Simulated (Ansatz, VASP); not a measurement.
B5N in VASP and in Ansatz

```
CELL_PARAMETERS angstrom
0.00000 2.90751 2.90751
2.90751 0.00000 2.90751
2.90751 2.90751 0.00000
ATOMIC_POSITIONS crystal
B 0.62475 0.12574 0.62475
B 0.25000 0.25000 0.25000
B 0.12574 0.62475 0.62475
B 0.62475 0.62475 0.62475
B 0.62475 0.62475 0.12574
N 0.00000 0.00000 0.00000
```

Change from the starting cell: species swapped into the Be5Au type (F-43m, No. 216).

Alike in both runs: task relaxation of cell and atoms; functional PBE; k mesh 6 × 6 × 6; occupations gaussian, width 0.1 eV; no spin polarisation.

|  | VASP | Ansatz |
| --- | --- | --- |
| version | VASP 6.6.1 | Ansatz 0.2.0 |
| potentials or method | VASP PAW PBE potentials, release 64 (B, N), cutoff 600 eV | scalar-relativistic, plane waves, PAW |
| valence electrons in the cell | 20 | 20 |

```tsv
	VASP	Ansatz	Ansatz less VASP
gap on the k mesh at the Fermi level, each at its own relaxed structure (eV)	none	none	-
relaxed volume (Å³/atom)	6.43	6.45	+0.018
relaxed cell length with the largest relative difference (Å)	3.793	3.797	+0.0036
```

A gap of «none» marks a metal or a gap that the smearing closes.

Noted on VASP's run: the volume moved by over 15 % at a fixed basis, so the end points are rough; too few bands were computed for a metal, which touches its energy and stress.
